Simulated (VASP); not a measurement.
# TaN (P6/mmm) in VASP: notebook

TaN is run at these levels: PBEsol+U; tasks: single point.

All numbers are computed with VASP 6.6.1; they aren't measurements. Logs are shortened: lines on timing, memory, paths and dates and some standing lists are left out, and cuts for length are marked.

## Step 1: The cell of the first run

The structure is hexagonal, space group P6/mmm (No. 191). The conventional cell has a = 5.185 Å, b = 5.185 Å, c = 2.908 Å, α = 90.00°, β = 90.00°, γ = 120.00°. Within 3.4 Å of Ta (site symmetry 6/mmm) lie 6 N at 2.59 Å and 14 Ta at 2.91 to 3.33 Å. Ta (site symmetry -6m2) has 6 N at 2.09 Å within 2.8 Å. N (site symmetry mmm) has 6 Ta at 2.09 to 2.59 Å and 4 N at 2.59 Å within 2.8 Å.

## Step 2: Single point, PBEsol+U, collinear spin, ferromagnetic start

INCAR reads:

```
PREC = Accurate
ENCUT = 520
EDIFF = 1E-6
ISMEAR = 0
SIGMA = 0.05
LREAL = F
LASPH = T
NELM = 150
ALGO = Normal
ISIF = 2
LWAVE = F
LCHARG = F
ISPIN = 2
MAGMOM = 2 2 2 0 0 0
LORBIT = 11
LMAXMIX = 4
LDAU = T
LDAUTYPE = 2
LDAUL = 2 -1
LDAUU = 4 0
LDAUJ = 0 0
LDAUPRINT = 1
GGA = PS
NBANDS = 37
```

KPOINTS reads:

```
regular mesh
0
Gamma
  4 4 7
```

POSCAR reads:

```
TaN
1.0
    5.1850002000      0.0000000000      0.0000000000
   -2.5925001000      4.4903418900      0.0000000000
    0.0000000000      0.0000000000      2.9080005300
Ta N
3 3
Direct
    0.0000000000      0.0000000000      0.0000000000
    0.3333333333      0.6666666667      0.5000000000
    0.6666666667      0.3333333333      0.5000000000
    0.5000000000      0.0000000000      0.0000000000
    0.5000000000      0.5000000000      0.0000000000
    0.0000000000      0.5000000000      0.0000000000
```

Potentials or basis: VASP PAW PBE potentials, release 64 (Ta_pv, N).

The run is started by

```console
cat potpaw_PBE.64/Ta_pv/POTCAR potpaw_PBE.64/N/POTCAR > POTCAR
mpirun -np 1 vasp_std > vasp.out
```

OUTCAR:

```text
PREC = Accurate
   ENCUT = 520
   EDIFF = 1E-6
   ISMEAR = 0
   LREAL = F
   LASPH = T
   NELM = 150
   ISIF = 2
   ISPIN = 2
   LORBIT = 11
   GGA = PS

 ion  position               nearest neighbor table
   1  0.000  0.000  0.000-   5 2.59   6 2.59   6 2.59   5 2.59   4 2.59   4 2.59   2 3.33   3 3.33
                             2 3.33   3 3.33   2 3.33   2 3.33   3 3.33   3 3.33   2 3.33   3 3.33
   2  0.333  0.667  0.500-   4 2.09   4 2.09   6 2.09   6 2.09   5 2.09   5 2.09   3 2.99   3 2.99
                             3 2.99   1 3.33   1 3.33   1 3.33   1 3.33   1 3.33   1 3.33
   3  0.667  0.333  0.500-   4 2.09   4 2.09   6 2.09   6 2.09   5 2.09   5 2.09   2 2.99   2 2.99
                             2 2.99   1 3.33   1 3.33   1 3.33   1 3.33   1 3.33   1 3.33
   4  0.500  0.000  0.000-   2 2.09   3 2.09   2 2.09   3 2.09   1 2.59   1 2.59
   5  0.500  0.500  0.000-   2 2.09   3 2.09   2 2.09   3 2.09   1 2.59   1 2.59
   6  0.000  0.500  0.000-   2 2.09   3 2.09   2 2.09   3 2.09   1 2.59   1 2.59

  LATTYP: Found a hexagonal cell.
 ALAT       =     5.1850002000
 C/A-ratio  =     0.5608486823

  Lattice vectors:

 A1 = (   5.1850002000,   0.0000000000,   0.0000000000)
 A2 = (  -2.5925001000,   4.4903418900,   0.0000000000)
 A3 = (   0.0000000000,   0.0000000000,   2.9080005300)

Analysis of symmetry for initial positions (statically):
=====================================================================
 Subroutine PRICEL returns:
 Original cell was already a primitive cell.

 Routine SETGRP: Setting up the symmetry group for a
 hexagonal supercell.

 Subroutine GETGRP returns: Found 24 space group operations
 (whereof 24 operations were pure point group operations)
 out of a pool of 24 trial point group operations.

The static configuration has the point symmetry D_6h.

Analysis of symmetry for dynamics (positions and initial velocities):
=====================================================================
 Subroutine PRICEL returns:
 Original cell was already a primitive cell.

 Routine SETGRP: Setting up the symmetry group for a
 hexagonal supercell.

 Subroutine GETGRP returns: Found 24 space group operations
 (whereof 24 operations were pure point group operations)
 out of a pool of 24 trial point group operations.

The dynamic configuration has the point symmetry D_6h.

Analysis of structural, dynamic, and magnetic symmetry:
=====================================================================
 Subroutine PRICEL returns:
 Original cell was already a primitive cell.

 Routine SETGRP: Setting up the symmetry group for a
 hexagonal supercell.

 Subroutine GETGRP returns: Found 24 space group operations
 (whereof 24 operations were pure point group operations)
 out of a pool of 24 trial point group operations.

The overall configuration has the point symmetry D_6h.

 Subroutine INISYM returns: Found 24 space group operations
 (whereof 24 operations are pure point group operations),
 and found     1 'primitive' translations

----------------------------------------------------------------------------------------

                                     Primitive cell

  volume of cell :      67.7053

  direct lattice vectors                    reciprocal lattice vectors
     5.185000200  0.000000000  0.000000000     0.192864023  0.111350096  0.000000000
    -2.592500100  4.490341890  0.000000000     0.000000000  0.222700192  0.000000000
     0.000000000  0.000000000  2.908000530     0.000000000  0.000000000  0.343878892

  length of vectors
     5.185000200  5.185000198  2.908000530     0.222700192  0.222700192  0.343878892

  position of ions in fractional coordinates (direct lattice)
     0.000000000  0.000000000  0.000000000
[... 92 lines left out ...]
   ISMEAR =     0;   SIGMA  =   0.05  broadening in eV -4-tet -1-fermi 0-gaus
   EFERMI_NEDOS =   21; number of points for ismear=-14 and -15
   IALGO  =     38    algorithm
   IMIX   =      4    mixing-type and parameters
     AMIX     =   0.40;   BMIX     =  1.00
     AMIX_MAG =   1.60;   BMIX_MAG =  1.00
  volume/ion in A,a.u.               =      11.28        76.15
  Fermi-wavevector in a.u.,A,eV,Ry     =   1.459759  2.758544 28.992586  2.130895
  Thomas-Fermi vector in A             =   2.576288
   LORBIT       =     11    0 simple, 1 ext, 2 COOP (PROOUT), +10 PAW based schemes
 LDA+U is selected, type is set to LDAUTYPE =  2
   angular momentum for each species LDAUL =     2   -1
   U (eV)           for each species LDAUU =   4.0  0.0
   J (eV)           for each species LDAUJ =   0.0  0.0
   GGA     = PS    functional components
   LHFCALC =     F    Hartree Fock is set to
   AEXX    =    0.0000 exact exchange contribution
   IVDW    =     0    specifies the selected vdW correction
   LEPSILON=     F    determine dielectric tensor
   LRPA    =     F    only Hartree local field effects (RPA)
 spin polarized calculation
 Gauss-broadening in eV      SIGMA  =   0.05
  energy-cutoff  :      520.00
  volume of cell :       67.71
 maximum number of plane-waves:      1840
 NGX is ok and might be reduce to    40
   NGX = 19   NGY = 19   NGZ = 11

 number of electron      47.9999998 magnetization       0.0004929

atom =   1  type =  1  l = 2

 onsite density matrix

spin component  1
[... 83 lines left out ...]
  o =  0.2112  v =  1.0000  0.0000  0.0000  0.0000  0.0000  0.0000  0.0000  0.0000  0.0000  0.0000      0.0000  0.0000  0.0000  0.0000  0.0000  0.0000  0.0000  0.0000  0.0000  0.0000
  o =  0.2112  v =  0.0000  0.0000  0.0000 -0.0000  1.0000  0.0000  0.0000  0.0000  0.0000  0.0000      0.0000  0.0000  0.0000  0.0000  0.0000  0.0000  0.0000  0.0000  0.0000  0.0000
  o =  0.2112  v =  0.0000  0.0000  0.0000  0.0000  0.0000  1.0000  0.0000  0.0000  0.0000  0.0000      0.0000  0.0000  0.0000  0.0000  0.0000  0.0000  0.0000  0.0000  0.0000  0.0000
  o =  0.2112  v =  0.0000  0.0000  0.0000  0.0000  0.0000  0.0000  0.0000  0.0000 -0.0000  1.0000      0.0000  0.0000  0.0000  0.0000  0.0000  0.0000  0.0000  0.0000  0.0000  0.0000
  o =  0.2412  v =  0.0000 -1.0000  0.0000  0.0000  0.0000  0.0000  0.0000  0.0000  0.0000  0.0000      0.0000  0.0000  0.0000  0.0000  0.0000  0.0000  0.0000  0.0000  0.0000  0.0000
  o =  0.2412  v =  0.0000  0.0000  0.0000  1.0000  0.0000  0.0000  0.0000  0.0000  0.0000  0.0000      0.0000  0.0000  0.0000  0.0000  0.0000  0.0000  0.0000  0.0000  0.0000  0.0000
  o =  0.2412  v =  0.0000  0.0000  0.0000  0.0000  0.0000  0.0000 -1.0000 -0.0000  0.0000 -0.0000      0.0000  0.0000  0.0000  0.0000  0.0000  0.0000  0.0000  0.0000  0.0000  0.0000
  o =  0.2412  v =  0.0000  0.0000  0.0000  0.0000  0.0000  0.0000  0.0000 -0.0000  1.0000  0.0000      0.0000  0.0000  0.0000  0.0000  0.0000  0.0000  0.0000  0.0000  0.0000  0.0000
  o =  0.2635  v =  0.0000 -0.0000 -1.0000  0.0000  0.0000  0.0000  0.0000  0.0000  0.0000  0.0000      0.0000  0.0000  0.0000  0.0000  0.0000  0.0000  0.0000  0.0000  0.0000  0.0000
  o =  0.2635  v =  0.0000  0.0000  0.0000  0.0000  0.0000  0.0000  0.0000 -1.0000  0.0000  0.0000      0.0000  0.0000  0.0000  0.0000  0.0000  0.0000  0.0000  0.0000  0.0000  0.0000

 number of electron      47.9999998 magnetization      -0.0000399

 Free energy of the ion-electron system (eV)
  ---------------------------------------------------
  ext. energy  EPLUGINS =         0.00000000
  ---------------------------------------------------
  free energy    TOTEN  =       -58.00144714 eV

  energy without entropy =      -58.00028559  energy(sigma->0) =      -58.00086637

 E-fermi :   8.5527     XC(G=0): -13.2229

 val. band max:        8.5037935428   @ k =   0.2500   0.0000   0.4286
 cond. band min:       8.7999638672   @ k =   0.0000   0.0000   0.2857
 fundamental gap:      0.2961703244
 Fermi energy:         8.5526620750

 spin component 1

 k-point     1 :       0.0000    0.0000    0.0000
  band No.  band energies     occupation
      1     -28.4116      1.00000
      2     -28.4116      1.00000
      3     -28.0861      1.00000
      4     -28.0861      1.00000
      5     -27.8080      1.00000
      6     -27.8080      1.00000
[... 613 lines left out ...]
     35      14.6541      0.00000
     36      15.5226      0.00000
 Fermi energy:         8.5526620750

 spin component 2

 k-point     1 :       0.0000    0.0000    0.0000
  band No.  band energies     occupation
      1     -28.4114      1.00000
      2     -28.4114      1.00000
      3     -28.0859      1.00000
      4     -28.0859      1.00000
      5     -27.8078      1.00000
      6     -27.8078      1.00000
[... 613 lines left out ...]
     35      14.6541      0.00000
     36      15.5226      0.00000
 [bands above 36 left out]

------------------------ aborting loop because EDIFF is reached ----------------------------------------

  FORCE on cell =-STRESS in cart. coord.  units (eV):
  Direction    XX          YY          ZZ          XY          YZ          ZX
  --------------------------------------------------------------------------------------
  -------------------------------------------------------------------------------------
  Total        5.7385073      5.7385073      7.1107505      0.0000000     -0.0000000      0.0000000
  in kB      135.7959605    135.7959604    168.2687061      0.0000000     -0.0000000      0.0000000
  external PRESSURE =     146.6202090 kB  Pullay stress =       0.0000000 kB

 VOLUME and BASIS-vectors are now :
 -----------------------------------------------------------------------------
  energy-cutoff  :      520.00
  volume of cell :       67.71
      direct lattice vectors                 reciprocal lattice vectors
     5.185000200  0.000000000  0.000000000     0.192864023  0.111350096  0.000000000
    -2.592500100  4.490341890  0.000000000     0.000000000  0.222700192  0.000000000
     0.000000000  0.000000000  2.908000530     0.000000000  0.000000000  0.343878892

 POSITION                                       TOTAL-FORCE (eV/Angst)
 -----------------------------------------------------------------------------------
      0.00000      0.00000      0.00000         0.000000      0.000000      0.000000
     -0.00000      2.99356      1.45400        -0.000000      0.000000     -0.000000
      2.59250      1.49678      1.45400         0.000000      0.000000      0.000000
      2.59250      0.00000      0.00000         0.000000      0.000000      0.000000
      1.29625      2.24517      0.00000         0.000000      0.000000      0.000000
     -1.29625      2.24517      0.00000         0.000000      0.000000      0.000000
 -----------------------------------------------------------------------------------
    total drift:                               -0.000000      0.000000     -0.000000

  FREE ENERGIE OF THE ION-ELECTRON SYSTEM (eV)
  ---------------------------------------------------
  free  energy   TOTEN  =       -58.0014471416 eV

  energy  without entropy=      -58.0002855906  energy(sigma->0) =      -58.00086637

 total charge

# of ion       s       p       d       tot
------------------------------------------
    1        0.294   6.137   2.085   8.517
    2        0.337   6.330   2.283   8.951
    3        0.337   6.330   2.283   8.951
    4        1.246   2.576   0.000   3.822
    5        1.246   2.576   0.000   3.822
    6        1.246   2.576   0.000   3.822
--------------------------------------------------
tot          4.707  26.525   6.651  37.883

 magnetization (x)

# of ion       s       p       d       tot
------------------------------------------
    1       -0.000  -0.000  -0.000  -0.000
    2       -0.000   0.000  -0.000   0.000
    3       -0.000   0.000  -0.000   0.000
    4       -0.000   0.000   0.000   0.000
    5       -0.000   0.000   0.000   0.000
    6       -0.000   0.000   0.000   0.000
--------------------------------------------------
tot         -0.000   0.000  -0.000  -0.000
```

It used 260 s of CPU time on 1 thread of AMD EPYC 7R13 Processor (Zen 3), with other jobs on the host.

Results:

```
Free energy                                           : -58.0014 eV
Pressure                                              : 14.7 GPa
Band gap on the k mesh                                : zero (filled and empty bands overlap)
Net moment                                            : 0.00 μB per cell
Valence electrons inside the program's atomic spheres : Ta 8.52, 8.95; N 3.82
```

Stress tensor (GPa, compression positive):
```
13.58  0.00  0.00
 0.00 13.58  0.00
 0.00  0.00 16.83
```

Eigenvalues of the final occupation matrices:
| site | spin | trace | eigenvalues |
| --- | --- | --- | --- |
| site 1 d | 1 | 1.06 | 0.16 0.16 0.24 0.24 0.26 |
| site 1 d | 2 | 1.06 | 0.16 0.16 0.24 0.24 0.26 |
| site 2 d | 1 | 1.17 | 0.21 0.21 0.24 0.24 0.26 |
| site 2 d | 2 | 1.17 | 0.21 0.21 0.24 0.24 0.26 |
| site 3 d | 1 | 1.17 | 0.21 0.21 0.24 0.24 0.26 |
| site 3 d | 2 | 1.17 | 0.21 0.21 0.24 0.24 0.26 |

Caveat: the PAW data sets were made with another functional, which shifts forces and pressure a little; spin-orbit coupling is left out, which moves the levels of the heavy elements. The state reached can hang on the start; a lower one may exist.

## Step 3: Single point, PBEsol+U, collinear spin, ferromagnetic start

INCAR reads:

```
SYSTEM = TaN
PREC = Accurate
ENCUT = 520
EDIFF = 1E-7
ISMEAR = 0
SIGMA = 0.05
LREAL = .FALSE.
LASPH = .TRUE.
NELM = 150
ALGO = Normal
ISIF = 2
LWAVE = .FALSE.
LCHARG = .FALSE.
ISPIN = 2
MAGMOM = 2.08 0.4 0.4 0.05 0.05 0.05
LORBIT = 11
NUPDOWN = 5.4
LMAXMIX = 4
LDAU = .TRUE.
LDAUTYPE = 2
LDAUL = 2 -1
LDAUU = 4 0
LDAUJ = 0 0
LDAUPRINT = 1
GGA = PS
NBANDS = 37
```

KPOINTS reads:

```
regular mesh
0
G
  4 4 7
  0 0 0
```

POSCAR is that of step 2.

Potentials or basis: VASP PAW PBE potentials, release 64 (Ta_pv, N).

The run is started by

```console
cat potpaw_PBE.64/Ta_pv/POTCAR potpaw_PBE.64/N/POTCAR > POTCAR
mpirun -np 1 vasp_std > vasp.out
```

OUTCAR:

```text
SYSTEM = TaN
   PREC = Accurate
   ENCUT = 520
   EDIFF = 1E-7
   ISMEAR = 0
   LREAL = .FALSE.
   LASPH = .TRUE.
   NELM = 150
   ISIF = 2
   ISPIN = 2
   LORBIT = 11
   NUPDOWN = 5.4
   GGA = PS

 ion  position               nearest neighbor table
   1  0.000  0.000  0.000-   5 2.59   6 2.59   6 2.59   5 2.59   4 2.59   4 2.59   2 3.33   3 3.33
                             2 3.33   3 3.33   2 3.33   2 3.33   3 3.33   3 3.33   2 3.33   3 3.33
   2  0.333  0.667  0.500-   4 2.09   4 2.09   6 2.09   6 2.09   5 2.09   5 2.09   3 2.99   3 2.99
                             3 2.99   1 3.33   1 3.33   1 3.33   1 3.33   1 3.33   1 3.33
   3  0.667  0.333  0.500-   4 2.09   4 2.09   6 2.09   6 2.09   5 2.09   5 2.09   2 2.99   2 2.99
                             2 2.99   1 3.33   1 3.33   1 3.33   1 3.33   1 3.33   1 3.33
   4  0.500  0.000  0.000-   2 2.09   3 2.09   2 2.09   3 2.09   1 2.59   1 2.59
   5  0.500  0.500  0.000-   2 2.09   3 2.09   2 2.09   3 2.09   1 2.59   1 2.59
   6  0.000  0.500  0.000-   2 2.09   3 2.09   2 2.09   3 2.09   1 2.59   1 2.59

  LATTYP: Found a hexagonal cell.
[... 1586 lines left out ...]
      1.29625      2.24517      0.00000        -0.000000      0.000000     -0.000000
     -1.29625      2.24517      0.00000        -0.000000      0.000000     -0.000000
 -----------------------------------------------------------------------------------
    total drift:                               -0.000000      0.000000     -0.000000

  FREE ENERGIE OF THE ION-ELECTRON SYSTEM (eV)
  ---------------------------------------------------
  free  energy   TOTEN  =       -52.9215096658 eV

  energy  without entropy=      -52.9159449445  energy(sigma->0) =      -52.91872731

 total charge

# of ion       s       p       d       tot
------------------------------------------
    1        0.265   6.090   2.388   8.743
    2        0.338   6.321   2.351   9.009
    3        0.338   6.321   2.351   9.009
    4        1.252   2.567   0.000   3.819
    5        1.252   2.567   0.000   3.819
    6        1.252   2.567   0.000   3.819
--------------------------------------------------
tot          4.698  26.431   7.090  38.219

 magnetization (x)

# of ion       s       p       d       tot
------------------------------------------
    1        0.068   0.083   1.966   2.118
    2        0.018   0.018   0.608   0.643
    3        0.018   0.018   0.608   0.643
    4        0.016   0.082   0.000   0.098
    5        0.016   0.082   0.000   0.098
    6        0.016   0.082   0.000   0.098
--------------------------------------------------
tot          0.151   0.365   3.182   3.698
```

OSZICAR:

```text
N       E                     dE             d eps       ncg     rms          rms(c)
DAV:   1     0.463389253720E+03    0.46339E+03   -0.25023E+04  2376   0.134E+03
DAV:   2    -0.307020463517E+02   -0.49409E+03   -0.47443E+03  2662   0.417E+02
DAV:   3    -0.620241954820E+02   -0.31322E+02   -0.30693E+02  2876   0.101E+02
DAV:   4    -0.625565199680E+02   -0.53232E+00   -0.52793E+00  2838   0.130E+01
DAV:   5    -0.625634266424E+02   -0.69067E-02   -0.69016E-02  2845   0.128E+00    0.447E+01
DAV:   6    -0.531261922038E+02    0.94372E+01   -0.43783E+01  2837   0.352E+01    0.193E+01
DAV:   7    -0.529418680027E+02    0.18432E+00   -0.37350E+00  2663   0.133E+01    0.121E+01
DAV:   8    -0.529478383352E+02   -0.59703E-02   -0.88885E-01  2642   0.380E+00    0.381E+00
DAV:   9    -0.529130171450E+02    0.34821E-01   -0.64836E-01  2815   0.270E+00    0.181E+00
DAV:  10    -0.529240757071E+02   -0.11059E-01   -0.40953E-02  2780   0.122E+00    0.548E-01
DAV:  11    -0.529207542836E+02    0.33214E-02   -0.17006E-02  2866   0.516E-01    0.245E-01
DAV:  12    -0.529212714149E+02   -0.51713E-03   -0.35019E-03  2710   0.238E-01    0.155E-01
DAV:  13    -0.529214958390E+02   -0.22442E-03   -0.35550E-04  2834   0.117E-01    0.729E-02
DAV:  14    -0.529215015182E+02   -0.56792E-05   -0.24502E-04  2850   0.675E-02    0.226E-02
DAV:  15    -0.529215090341E+02   -0.75159E-05   -0.18158E-05  2650   0.198E-02    0.128E-02
DAV:  16    -0.529215098530E+02   -0.81894E-06   -0.29745E-06  2900   0.679E-03    0.707E-03
DAV:  17    -0.529215096074E+02    0.24563E-06   -0.28142E-06  2598   0.526E-03    0.184E-03
DAV:  18    -0.529215096658E+02   -0.58353E-07   -0.15044E-07  1889   0.169E-03
   1 F= -.52921510E+02 E0= -.52918727E+02  d E =-.556472E-02  mag=     5.4000
```

stdout:

```text
POSCAR found type information on POSCAR TaN
 POSCAR found :  2 types and       6 ions
 scaLAPACK will be used
 -----------------------------------------------------------------------------
|                                                                             |
|                                                                             |
|     You enforced a specific xc type in the INCAR file but a different       |
|     I HOPE YOU KNOW WHAT YOU ARE DOING!                                     |
|                                                                             |
 -----------------------------------------------------------------------------

 LDA part: xc-table for (Slater+PW92), standard interpolation
 POSCAR, INCAR and KPOINTS ok, starting setup
 FFT: planning ... GRIDC
 FFT: planning ... GRID_SOFT
 FFT: planning ... GRID
 WAVECAR not read
 entering main loop
```

It used 270 s of CPU time on 1 thread of AMD EPYC 7R13 Processor (Zen 3) (shared host).

What came out:

| Property | Result |
| --- | --- |
| Free energy | -52.9215 eV |
| Pressure | 34.3 GPa |
| Net moment | 5.40 μB per cell |
| Site moments | Ta +2.12, +0.64; N +0.10 μB |
| Valence electrons inside the program's atomic spheres | Ta 8.74, 9.01; N 3.82 |

Stress tensor (GPa, compression positive):
```
32.21  0.00  0.00
 0.00 32.21  0.00
 0.00  0.00 38.61
```

Eigenvalues of the final occupation matrices:
```tsv
site	spin	trace	eigenvalues
site 1 d	1	2.21	0.37 0.37 0.39 0.54 0.54
site 1 d	2	0.22	0.02 0.02 0.05 0.06 0.06
site 2 d	1	1.51	0.26 0.26 0.31 0.31 0.38
site 2 d	2	0.89	0.14 0.14 0.15 0.24 0.24
site 3 d	1	1.51	0.26 0.26 0.31 0.31 0.38
site 3 d	2	0.89	0.14 0.14 0.15 0.24 0.24
```

Caveat: the moment is held away from its start; the PAW data sets were made with another functional, which shifts forces and pressure a little; spin-orbit coupling is left out, which moves the levels of the heavy elements; the total moment is fixed, so each spin has its own Fermi level. The state reached can hang on the start; a lower one may exist.
